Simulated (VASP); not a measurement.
Write the native input for VASP 6.6.1 that does the following.

```yaml
Task: single point
Functional: PBEsol
Potentials_or_basis: VASP PAW PBE potentials, release 64 (Al, Co)
Cutoff: 520 eV
k_mesh: 18 × 18 × 18
Occupations: gaussian, width 0.15 eV
Spin: no spin polarisation
Dipole_correction: no
Further_INCAR_settings: ALGO = Fast; EDIFF = 1e-07; NBANDS = 13
```

The structure of AlCo lies in POSCAR:

```
AlCo
1.0
    2.9135424634      0.5512107363      0.5512107363
    0.5512107363      2.9135424634      0.5512107363
    0.5512107363      0.5512107363      2.9135424634
Al Co
1 1
Direct
    0.0000000000      0.0000000000      0.0000000000
    0.5000000000      0.5000000000      0.5000000000
```

This cell differs from its parent crystal: ratio of the length along [111] to the lengths across it x 1.7, volume and fractional coordinates fixed.

The input as run:

INCAR

```
ALGO = Fast ; EDIFF = 1E-7
ENCUT = 520 ; GGA = PS
ISIF = 2 ; ISMEAR = 0
LASPH = T ; LCHARG = F
LREAL = F ; LWAVE = F
NBANDS = 13 ; NELM = 80
PREC = Accurate ; SIGMA = 0.15
```

KPOINTS

```
k-points
0
Gamma
  18 18 18
```

Potentials or basis: VASP PAW PBE potentials, release 64 (Al, Co).

Command:

```sh
$ cat potpaw_PBE.64/Al/POTCAR potpaw_PBE.64/Co/POTCAR > POTCAR
$ mpirun -np 1 vasp_std > vasp.out
```

Results of the run:

* Pressure: 27.9 GPa
* Band gap on the k mesh: zero (band 6 reaches 11.26 eV, above the bottom of band 7 at 10.70 eV)

Caveat: the PAW data sets were made with another functional, which shifts forces and pressure a little.

It took 120 s on 1 thread of AMD EPYC 9R45 96-Core Processor (Zen 5) (shared host), peak memory 0.26 GiB.
